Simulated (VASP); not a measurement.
# MoS2 (R3m) in VASP: settings compared

MoS2 is run at these levels: PBE, PBEsol, LDA; tasks: single point.

Everything below comes from runs of VASP 6.6.1. Logs are shortened: lines on timing, memory, paths and dates and some standing lists are left out, and cuts for length are marked.

## Step 1: The cell of the first run

The structure is trigonal, space group R3m (No. 160). Conventional cell: a = 3.095 Å, b = 3.095 Å, c = 18.073 Å, α = 90.00°, β = 90.00°, γ = 120.00°. Within 3.1 Å of Mo (site symmetry 3m) lie 6 S at 2.34 Å and 6 Mo at 3.10 Å. Within 3.1 Å of S (site symmetry 3m) lie 3 Mo at 2.34 Å and 7 S at 3.02 to 3.10 Å. Within 3.1 Å of S (site symmetry 3m) lie 3 Mo at 2.34 Å and 7 S at 3.02 to 3.10 Å.

## Step 2: Single point, PBE

Contents of INCAR:

```
SYSTEM = MoS2
PREC = Accurate
ENCUT = 520
EDIFF = 1E-6
ISMEAR = -1
SIGMA = 0.05
LREAL = .FALSE.
LASPH = .TRUE.
NELM = 80
ALGO = Normal
ISIF = 2
LWAVE = .FALSE.
LCHARG = .TRUE.
GGA = PE
LELF = .TRUE.
LVHAR = .TRUE.
NBANDS = 20
```

Contents of KPOINTS:

```
regular mesh
0
G
  10 10 10
  0 0 0
```

Contents of POSCAR:

```
MoS2
1.0
    1.5477460518      0.8935915996      6.0244545686
   -1.5477460518      0.8935915996      6.0244545686
    0.0000000000     -1.7871831992      6.0244545686
Mo S
1 2
Direct
    0.0000000000      0.0000000000      0.0000000000
    0.4170000000      0.4170000000      0.4170000000
    0.2500000000      0.2500000000      0.2500000000
```

Potentials or basis: VASP PAW PBE potentials, release 64 (Mo_sv, S).

Started as:

```console
$ cat potpaw_PBE.64/Mo_sv/POTCAR potpaw_PBE.64/S/POTCAR > POTCAR
$ mpirun -np 1 vasp_std > vasp.out
```

OUTCAR:

```text
SYSTEM = MoS2
   PREC = Accurate
   ENCUT = 520
   EDIFF = 1E-6
   ISMEAR = -1
   LREAL = .FALSE.
   LASPH = .TRUE.
   NELM = 80
   ISIF = 2
   GGA = PE

 ion  position               nearest neighbor table
   1  0.000  0.000  0.000-   3 2.34   3 2.34   3 2.34   2 2.34   2 2.34   2 2.34
   2  0.417  0.417  0.417-   1 2.34   1 2.34   1 2.34
   3  0.250  0.250  0.250-   1 2.34   1 2.34   1 2.34

  LATTYP: Found a trigonal (rhomboedric) cell.
 ALAT       =     6.2839539016
 COS(alpha) =     0.8786713335

  Lattice vectors:

 A1 = (   1.5477460518,   0.8935915996,   6.0244545686)
 A2 = (  -1.5477460518,   0.8935915996,   6.0244545686)
 A3 = (   0.0000000000,  -1.7871831992,   6.0244545686)

Analysis of symmetry for initial positions (statically):
=====================================================================
 Subroutine PRICEL returns:
 Original cell was already a primitive cell.

 Routine SETGRP: Setting up the symmetry group for a
 trigonal (rhombohedral) supercell.

 Subroutine GETGRP returns: Found  6 space group operations
 (whereof  6 operations were pure point group operations)
 out of a pool of 12 trial point group operations.

The static configuration has the point symmetry C_3v.

Analysis of symmetry for dynamics (positions and initial velocities):
=====================================================================
 Subroutine PRICEL returns:
 Original cell was already a primitive cell.

 Routine SETGRP: Setting up the symmetry group for a
 trigonal (rhombohedral) supercell.

 Subroutine GETGRP returns: Found  6 space group operations
 (whereof  6 operations were pure point group operations)
 out of a pool of 12 trial point group operations.

The dynamic configuration has the point symmetry C_3v.

 Subroutine INISYM returns: Found  6 space group operations
 (whereof  6 operations are pure point group operations),
 and found     1 'primitive' translations

----------------------------------------------------------------------------------------

                                     Primitive cell

  volume of cell :      49.9928

  direct lattice vectors                    reciprocal lattice vectors
     1.547746052  0.893591600  6.024454569     0.323050412  0.186513242  0.055330043
    -1.547746052  0.893591600  6.024454569    -0.323050412  0.186513242  0.055330043
     0.000000000 -1.787183199  6.024454569     0.000000000 -0.373026485  0.055330043

  length of vectors
     6.283953902  6.283953902  6.283953902     0.377107640  0.377107640  0.377107640

  position of ions in fractional coordinates (direct lattice)
     0.000000000  0.000000000  0.000000000
     0.417000000  0.417000000  0.417000000
     0.250000000  0.250000000  0.250000000

  ion indices of the primitive-cell ions
   primitive index   ion index
                 1           1
                 2           2
                 3           3

----------------------------------------------------------------------------------------

 KPOINTS: regular mesh

Automatic generation of k-mesh.
 Grid dimensions read from file:
 generate k-points for:   10   10   10

 Generating k-lattice:

  Cartesian coordinates                     Fractional coordinates (reciprocal lattice)
     0.032305041  0.018651324  0.005533004     0.100000000  0.000000000 -0.000000000
    -0.032305041  0.018651324  0.005533004     0.000000000  0.100000000 -0.000000000
     0.000000000 -0.037302648  0.005533004    -0.000000000 -0.000000000  0.100000000

  Length of vectors
     0.037710764  0.037710764  0.037710764

  Shift w.r.t. Gamma in fractional coordinates (k-lattice)
     0.000000000  0.000000000  0.000000000

 Subroutine IBZKPT returns following result:
 ===========================================

 Found    116 irreducible k-points:

 Following reciprocal coordinates:
            Coordinates               Weight
  0.000000  0.000000  0.000000      1.000000
  0.100000  0.000000  0.000000      6.000000
  0.200000  0.000000  0.000000      6.000000
  0.300000  0.000000  0.000000      6.000000
  0.400000  0.000000  0.000000      6.000000
  0.500000  0.000000 -0.000000      3.000000
[... 16 lines left out ...]
  0.300000  0.300000  0.000000      6.000000
  0.400000  0.300000  0.000000     12.000000
 [... further k-points ...]
   k-points           NKPTS =    116   k-points in BZ     NKDIM =    116   number of bands    NBANDS=     20
   number of dos      NEDOS =    301   number of ions     NIONS =      3
   total plane-waves  NPLWV = 110592
   dimension x,y,z NGX =    48 NGY =   48 NGZ =   48
   dimension x,y,z NGXF=    96 NGYF=   96 NGZF=   96
   ions per type =               1   2
   NGX,Y,Z   is equivalent  to a cutoff of  12.70, 12.70, 12.70 a.u.
   NGXF,Y,Z  is equivalent  to a cutoff of  25.40, 25.40, 25.40 a.u.
 SYSTEM =  MoS2
   PREC   = accura    normal or accurate (medium, high low for compatibility)
   ISTART =      0    job   : 0-new  1-cont  2-samecut
   ICHARG =      2    charge: 1-file 2-atom 10-const
   ISPIN  =      1    spin polarized calculation?
   LNONCOLLINEAR =      F non collinear calculations
   LSORBIT =      F    spin-orbit coupling
   LASPH  =      T    aspherical Exc in radial PAW
   ENCUT  =  520.0 eV  38.22 Ry    6.18 a.u.  11.68 11.68 11.68*2*pi/ulx,y,z
   NELM   =     80;   NELMIN=  2; NELMDL= -5     # of ELM steps
   EDIFF  = 0.1E-05   stopping-criterion for ELM
   LREAL  =      F    real-space projection
   EDIFFG = 0.1E-04   stopping-criterion for IOM
   NSW    =      0    number of steps for IOM
   IBRION =     -1    ionic relax: 0-MD 1-quasi-New 2-CG
   NFREE  =      0    steps in history (QN), initial steepest desc. (CG)
   ISIF   =      2    stress and relaxation
   ISYM   =      2    0-nonsym 1-usesym 2-fastsym
   POTIM  = 0.5000    time-step for ionic-motion
   TEBEG  =    0.0;   TEEND  =   0.0 temperature during run
   PSTRESS=    0.0 pullay stress
   NELECT =      26.0000    total number of electrons
   NUPDOWN=      -1.0000    fix difference up-down
   EMIN   =  10.00;   EMAX   =-10.00  energy-range for DOS
   EFERMI =   0.00;   METHOD = LEGACY
   ISMEAR =    -1;   SIGMA  =   0.05  broadening in eV -4-tet -1-fermi 0-gaus
   EFERMI_NEDOS =   21; number of points for ismear=-14 and -15
   IALGO  =     38    algorithm
   IMIX   =      4    mixing-type and parameters
     AMIX     =   0.40;   BMIX     =  1.00
     AMIX_MAG =   1.60;   BMIX_MAG =  1.00
  volume/ion in A,a.u.               =      16.66       112.46
  Fermi-wavevector in a.u.,A,eV,Ry     =   1.316528  2.487877 23.582235  1.733245
  Thomas-Fermi vector in A             =   2.446633
   LORBIT       =      0    0 simple, 1 ext, 2 COOP (PROOUT), +10 PAW based schemes
   GGA     = PE    functional components
[... 5 lines left out ...]
 non-spin polarized calculation
  energy-cutoff  :      520.00
  volume of cell :       49.99
 maximum number of plane-waves:      1362
   NGX = 23   NGY = 23   NGZ = 23

 number of electron      26.0000001 magnetization

 Free energy of the ion-electron system (eV)
  ---------------------------------------------------
  ext. energy  EPLUGINS =         0.00000000
  ---------------------------------------------------
  free energy    TOTEN  =       -21.57581945 eV

  energy without entropy =      -21.57581835  energy(sigma->0) =      -21.57581890

 E-fermi :   8.9592     XC(G=0): -11.1352

 val. band max:        8.5506064560   @ k =   0.5000   0.5000   0.5000
 cond. band min:       9.4619339331   @ k =  -0.2000   0.2000   0.0000
 fundamental gap:      0.9113274771
 Fermi energy:         8.9591778394

 k-point     1 :       0.0000    0.0000    0.0000
  band No.  band energies     occupation
      1     -53.0415      2.00000
      2     -27.2764      2.00000
      3     -26.9696      2.00000
      4     -26.9696      2.00000
      5      -7.0547      2.00000
      6      -5.1167      2.00000
[... 12 lines left out ...]
     19      16.8590      0.00000
     20      17.2635      0.00000

 k-point     2 :       0.1000    0.0000    0.0000
  band No.  band energies     occupation
      1     -53.0362      2.00000
      2     -27.2661      2.00000
      3     -27.0205      2.00000
      4     -26.9809      2.00000
      5      -6.8828      2.00000
      6      -5.0723      2.00000
[... 12 lines left out ...]
     19      17.2545      0.00000
     20      17.5277      0.00000

 k-point     3 :       0.2000    0.0000    0.0000
  band No.  band energies     occupation
      1     -53.0222      2.00000
      2     -27.2390      2.00000
      3     -27.1520      2.00000
      4     -27.0105      2.00000
      5      -6.4046      2.00000
      6      -4.9486      2.00000
[... 12 lines left out ...]
     19      17.2333      0.00000
     20      17.7384      0.00000

 k-point     4 :       0.3000    0.0000    0.0000
  band No.  band energies     occupation
      1     -53.0048      2.00000
      2     -27.3109      2.00000
      3     -27.2053      2.00000
      4     -27.0469      2.00000
      5      -5.7359      2.00000
      6      -4.7780      2.00000
[... 12 lines left out ...]
     19      16.4548      0.00000
     20      16.9599      0.00000

 k-point     5 :       0.4000    0.0000    0.0000
  band No.  band energies     occupation
      1     -52.9908      2.00000
      2     -27.4369      2.00000
      3     -27.1778      2.00000
      4     -27.0760      2.00000
      5      -5.0937      2.00000
      6      -4.6244      2.00000
[... 12 lines left out ...]
     19      15.5156      0.00000
     20      16.2493      0.00000

 k-point     6 :       0.5000    0.0000   -0.0000
  band No.  band energies     occupation
      1     -52.9854      2.00000
      2     -27.4843      2.00000
      3     -27.1673      2.00000
      4     -27.0871      2.00000
      5      -4.8064      2.00000
      6      -4.5660      2.00000
[... 12 lines left out ...]
     19      15.3351      0.00000
     20      16.2022      0.00000

 k-point     7 :       0.1000    0.1000    0.0000
  band No.  band energies     occupation
      1     -53.0362      2.00000
      2     -27.2661      2.00000
      3     -27.0205      2.00000
      4     -26.9809      2.00000
      5      -6.8758      2.00000
      6      -5.0861      2.00000
[... 12 lines left out ...]
     19      17.2829      0.00000
     20      17.5543      0.00000
[... 277 lines left out ...]
 k-point    20 :      -0.4000    0.2000    0.0000
  band No.  band energies     occupation
      1     -52.9810      2.00000
      2     -27.4258      2.00000
      3     -27.1981      2.00000
      4     -27.1589      2.00000
      5      -4.5943      2.00000
      6      -4.4717      2.00000
[... 12 lines left out ...]
     19      17.1056      0.00000
     20      17.7554      0.00000

 k-point    21 :      -0.3000    0.2000   -0.0000
  band No.  band energies     occupation
      1     -52.9854      2.00000
      2     -27.4030      2.00000
      3     -27.1728      2.00000
      4     -27.1674      2.00000
      5      -4.8493      2.00000
      6      -4.5150      2.00000
[... 12 lines left out ...]
     19      16.6701      0.00000
     20      17.6431      0.00000

 k-point    22 :      -0.2000    0.2000    0.0000
  band No.  band energies     occupation
      1     -52.9968      2.00000
      2     -27.3377      2.00000
      3     -27.1896      2.00000
      4     -27.1113      2.00000
      5      -5.4072      2.00000
      6      -4.6562      2.00000
[... 12 lines left out ...]
     19      16.8475      0.00000
     20      17.7632      0.00000

 k-point    23 :       0.3000    0.3000    0.0000
  band No.  band energies     occupation
      1     -53.0048      2.00000
      2     -27.3109      2.00000
      3     -27.2053      2.00000
      4     -27.0469      2.00000
      5      -5.6838      2.00000
      6      -4.8531      2.00000
[... 12 lines left out ...]
     19      16.4836      0.00000
     20      17.4733      0.00000

 k-point    24 :       0.4000    0.3000    0.0000
  band No.  band energies     occupation
      1     -52.9951      2.00000
      2     -27.3772      2.00000
      3     -27.1864      2.00000
      4     -27.0891      2.00000
      5      -5.2513      2.00000
      6      -4.7418      2.00000
[... 12 lines left out ...]
     19      16.3753      0.00000
     20      17.3086      0.00000

 [... further k-points ...]
[... 5 lines left out ...]
  --------------------------------------------------------------------------------------
  -------------------------------------------------------------------------------------
  Total        4.8560810      4.8560810      5.9561795     -0.0000000      0.0000000      0.0000000
  in kB      155.6283578    155.6283578    190.8844691     -0.0000000      0.0000000      0.0000000
  external PRESSURE =     167.3803949 kB  Pullay stress =       0.0000000 kB

 VOLUME and BASIS-vectors are now :
 -----------------------------------------------------------------------------
  energy-cutoff  :      520.00
  volume of cell :       49.99
      direct lattice vectors                 reciprocal lattice vectors
     1.547746052  0.893591600  6.024454569     0.323050412  0.186513242  0.055330043
    -1.547746052  0.893591600  6.024454569    -0.323050412  0.186513242  0.055330043
     0.000000000 -1.787183199  6.024454569     0.000000000 -0.373026485  0.055330043

 POSITION                                       TOTAL-FORCE (eV/Angst)
 -----------------------------------------------------------------------------------
      0.00000      0.00000      0.00000         0.000000      0.000000      0.098890
      0.00000      0.00000      7.53659         0.000000     -0.000000      1.563854
      0.00000      0.00000      4.51834         0.000000     -0.000000     -1.662743
 -----------------------------------------------------------------------------------
    total drift:                                0.000000     -0.000000      0.000058

  FREE ENERGIE OF THE ION-ELECTRON SYSTEM (eV)
  ---------------------------------------------------
  free  energy   TOTEN  =       -21.5758194453 eV

  energy  without entropy=      -21.5758183483  energy(sigma->0) =      -21.57581890
```

Wall time 2.9 min (1 thread of Intel Xeon Platinum 8488C (Sapphire Rapids), shared host); peak memory 0.36 GiB.

What came out:

* Free energy: -21.5758 eV
* Pressure: 16.7 GPa
* Largest force: 1.663 eV/Å
* Band gap on the k mesh: 0.91 eV, indirect (least direct gap 2.13 eV)

Forces on the atoms (eV/Å):
```
Mo   0.000  0.000  0.099
S    0.000  0.000  1.564
S    0.000  0.000 -1.663
```

Caveat: forces of over 1 eV/Å act on the atoms, so gaps and moduli don't describe the material at rest. A k mesh can miss the band edges.

## Step 3: Single point, PBE

This run uses another cell than the first one, of 17.37 Å³/atom, 1.043 times its volume.

Contents of INCAR:

```
SYSTEM = MoS2
PREC = Accurate
ENCUT = 520
EDIFF = 1E-7
ISMEAR = -1
SIGMA = 0.05
LREAL = .False.
LASPH = .True.
NELM = 60
ALGO = Normal
ISIF = 2
LWAVE = .False.
LCHARG = .False.
GGA = PE
NBANDS = 20
```

Contents of KPOINTS:

```
Automatic mesh
0
Gamma
  10 10 10
  0 0 0
```

Contents of POSCAR:

```
MoS2
1.0
    1.5693956536      0.9060910031      6.1087235885
   -1.5693956536      0.9060910031      6.1087235885
    0.0000000000     -1.8121820061      6.1087235885
Mo S
1 2
Direct
    0.0000000000      0.0000000000      0.0000000000
    0.4170000000      0.4170000000      0.4170000000
    0.2500000000      0.2500000000      0.2500000000
```

Potentials or basis: VASP PAW PBE potentials, release 64 (Mo_sv, S).

Started as:

```console
$ cat potpaw_PBE.64/Mo_sv/POTCAR potpaw_PBE.64/S/POTCAR > POTCAR
$ mpirun -np 1 vasp_std > vasp.out
```

It took 3.2 min on 1 thread of Intel Xeon Platinum 8488C (Sapphire Rapids), shared host; peak memory 0.37 GiB.

It converged, with:

| Property | Result |
| --- | --- |
| Free energy | -21.7434 eV |
| Pressure | 8.7 GPa |
| Largest force | 0.863 eV/Å |
| Band gap on the k mesh | 0.95 eV, indirect (least direct gap 2.02 eV) |

Forces on the atoms (eV/Å):
```
Mo   0.000  0.000  0.090
S    0.000  0.000  0.772
S    0.000  0.000 -0.863
```

Stress tensor (GPa, compression positive):
```
 7.75  0.00  0.00
 0.00  7.75  0.00
 0.00  0.00 10.46
```

Levels at points of the mesh, in eV from the valence-band top:
| k point | band 9 | band 10 | band 11 | band 12 | band 13 | band 14 | band 15 | band 16 | band 17 | band 18 |
| --- | --- | --- | --- | --- | --- | --- | --- | --- | --- | --- |
| (0.00, 0.00, 0.00) | -3.57 | -2.40 | -2.40 | -1.30 | -1.23 | 2.05 | 2.05 | 2.50 | 2.50 | 5.58 |
| (0.50, 0.00, 0.00) | -5.19 | -4.17 | -2.41 | -1.70 | -1.55 | 1.62 | 2.06 | 3.53 | 3.57 | 5.30 |
| (0.50, 0.50, 0.00) | -4.90 | -4.09 | -3.00 | -1.88 | -1.37 | 1.57 | 2.19 | 3.06 | 4.01 | 6.03 |
| (0.50, 0.50, 0.50) | -3.59 | -3.59 | -2.37 | -2.37 | 0.00 | 2.15 | 2.15 | 2.36 | 2.36 | 5.63 |

## Step 4: Single point, PBE

This run uses another cell than the first one, of 18.79 Å³/atom, 1.128 times its volume.

Contents of INCAR:

```
SYSTEM = MoS2
PREC = Accurate
ENCUT = 520
EDIFF = 1E-7
ISMEAR = -1
SIGMA = 0.05
LREAL = .FALSE.
LASPH = .TRUE.
NELM = 80
ALGO = Normal
ISIF = 2
LWAVE = .FALSE.
LCHARG = .FALSE.
GGA = PE
NBANDS = 20
```

Contents of KPOINTS:

```
Automatic mesh
0
G
  10 10 10
  0 0 0
```

Contents of POSCAR:

```
MoS2
1.0
    1.6109882594      0.9301045052      6.2706188579
   -1.6109882594      0.9301045052      6.2706188579
    0.0000000000     -1.8602090104      6.2706188579
Mo S
1 2
Direct
    0.0000000000      0.0000000000      0.0000000000
    0.4170000000      0.4170000000      0.4170000000
    0.2500000000      0.2500000000      0.2500000000
```

Started as:

```console
$ cat potpaw_PBE.64/Mo_sv/POTCAR potpaw_PBE.64/S/POTCAR > POTCAR
$ mpirun -np 1 vasp_std > vasp.out
```

Run time: 4.2 min. Hardware: 1 thread of Intel Xeon Platinum 8488C (Sapphire Rapids), shared host; peak memory 0.4 GiB.

Results (log left out):

| Property | Result |
| --- | --- |
| Free energy | -21.8064 eV |
| Pressure | -3.2 GPa |
| Largest force | 0.490 eV/Å |
| Band gap on the k mesh | 1.00 eV, indirect (least direct gap 1.81 eV) |

Forces in eV/Å, atoms in the order of the input:
```
Mo   0.000  0.000  0.076
S    0.000  0.000 -0.490
S    0.000  0.000  0.414
```

Stress tensor (GPa, compression positive):
```
-3.68  0.00  0.00
 0.00 -3.68  0.00
 0.00  0.00 -2.30
```

Levels at points of the mesh, in eV from the valence-band top:
```csv
k point,band 11,band 12,band 13,band 14,band 15,band 16
"(0.00, 0.00, 0.00)",-2.16,-1.21,-0.98,1.96,1.96,2.29
"(0.50, 0.00, 0.00)",-2.25,-1.59,-1.33,1.50,1.91,3.32
"(0.50, 0.50, 0.00)",-2.74,-1.76,-1.19,1.46,2.01,2.93
"(0.50, 0.50, 0.50)",-2.13,-2.13,0.00,2.04,2.04,2.17
```

A k mesh can miss the band edges. As with any semilocal functional, this PBE gap is likely too small.

(Part 1 of 2 ends here.)
